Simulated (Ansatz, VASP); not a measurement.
Given: the input of a run of Ansatz 0.2.0 on RbMg6Sn.

The input input.yaml:

```yaml
crystal:
  lattice:
    - [5.224371, 0.0, 0.0]
    - [0.0, 3.5267185, 6.098173]
    - [0.0, -3.5267185, 6.098173]
  atoms:
    - { symbol: Sn, position: [0.0, 0.854223, 0.854223] }
    - { symbol: Rb, position: [0.5, 0.667508, 0.667508] }
    - { symbol: Mg, position: [0.5, 0.161381, 0.161381] }
    - { symbol: Mg, position: [0.5, 0.677123, 0.160305] }
    - { symbol: Mg, position: [0.5, 0.160305, 0.677123] }
    - { symbol: Mg, position: [0.0, 0.332439, 0.332439] }
    - { symbol: Mg, position: [0.0, 0.857081, 0.289941] }
    - { symbol: Mg, position: [0.0, 0.289941, 0.857081] }
hamiltonian:
  xc: pbe
  pseudopotentials: { kind: paw }
kpoints:
  mp_grid: { grid: [5, 5, 5] }
scf:
  occupations: { method: fermi_dirac, width: 0.05 }
output:
  forces: true
  stress: true
  eigenvalues: true
```

Potentials or basis: Ansatz PAW.

Command:

```console
$ ansatz run input.yaml --threads 4 --pin off --max-ram 10240MiB --backend cpu --events-out ev --progress --plain --runs-dir out
```

Problem. Set up the same calculation for VASP 6.6.1. Potentials there: VASP PAW PBE potentials, release 64 (Sn_d, Rb_sv, Mg).

Solution. As run (the cutoff follows the program's own potentials):

File INCAR:

```
PREC     = Accurate       # precision mode
ENCUT    = 520            # plane-wave cutoff, eV
EDIFF    = 1E-6           # SCF threshold, eV
ISMEAR   = -1             # smearing method
SIGMA    = 0.05           # smearing width, eV
LREAL    = False          # projectors in reciprocal space
LASPH    = True           # aspherical terms in the spheres
NELM     = 100            # most SCF steps
ALGO     = Fast           # electronic algorithm
ISIF     = 2              # what is computed and relaxed
LWAVE    = False          # write WAVECAR
LCHARG   = False          # write CHGCAR
GGA      = PE             # functional
NBANDS   = 28             # bands
```

File KPOINTS:

```
regular mesh
0
Gamma
  5 5 5
```

POSCAR

```
RbMg6Sn
1.0
    5.2243710000      0.0000000000      0.0000000000
    0.0000000000      3.5267185000      6.0981730000
    0.0000000000     -3.5267185000      6.0981730000
Sn Rb Mg
1 1 6
Direct
    0.0000000000      0.8542230000      0.8542230000
    0.5000000000      0.6675080000      0.6675080000
    0.5000000000      0.1613810000      0.1613810000
    0.5000000000      0.6771230000      0.1603050000
    0.5000000000      0.1603050000      0.6771230000
    0.0000000000      0.3324390000      0.3324390000
    0.0000000000      0.8570810000      0.2899410000
    0.0000000000      0.2899410000      0.8570810000
```

Potentials or basis: VASP PAW PBE potentials, release 64 (Sn_d, Rb_sv, Mg).

The run is started by

```bash
$ cat potpaw_PBE.64/Sn_d/POTCAR potpaw_PBE.64/Rb_sv/POTCAR potpaw_PBE.64/Mg/POTCAR > POTCAR
$ mpirun -np 1 vasp_std > vasp.out
```

Both were run:

|  | VASP | Ansatz | Ansatz less VASP |
| --- | --- | --- | --- |
| gap on the k mesh at the Fermi level (eV) | none | none | - |
| pressure (GPa) | -0.2 | -0.1 | +0.06 |
| traceless stress, the component that is largest in VASP (GPa) | -0.46 | -0.46 | +0.006 |
| rms of the force components (eV/Å) | 0.019 | 0.018 | -0.0012 |

Atom by atom the forces differ by 0.002 eV/Å (rms over components). A gap of «none» marks a metal or a gap that the smearing closes. VASP's potentials hold 35 valence electrons a cell and Ansatz's 83, so a difference there can come from the potentials and not from the codes.
